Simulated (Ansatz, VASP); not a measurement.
**Zn: VASP beside Ansatz**

```xyz
1
Lattice="14.0000 0.0000 0.0000 0.0000 14.4000 0.0000 0.0000 0.0000 14.8000" Properties=species:S:1:pos:R:3 pbc="T T T"
Zn    7.0000    7.2000    7.4000
```

Alike in both runs: task single point; functional PBE0; k mesh 1 × 1 × 1; occupations fermi-dirac, width 0.01 eV; collinear spin.

```csv
,VASP,Ansatz
version,VASP 6.6.1,Ansatz 0.2.0
potentials or method,"VASP PAW PBE potentials, release 64 (Zn), cutoff 520 eV","plane waves (420 eV) with PAW, scalar-relativistic"
valence electrons in the cell,12,12
```

```tsv
	VASP	Ansatz	Ansatz less VASP
gap on the k mesh at the Fermi level (eV)	6.18	6.16	-0.026
net moment per atom (μB)	0.00	0.00	0.000
```

Ansatz's warnings: seeded moment not kept, stability check not made, unseeded exchange loop.
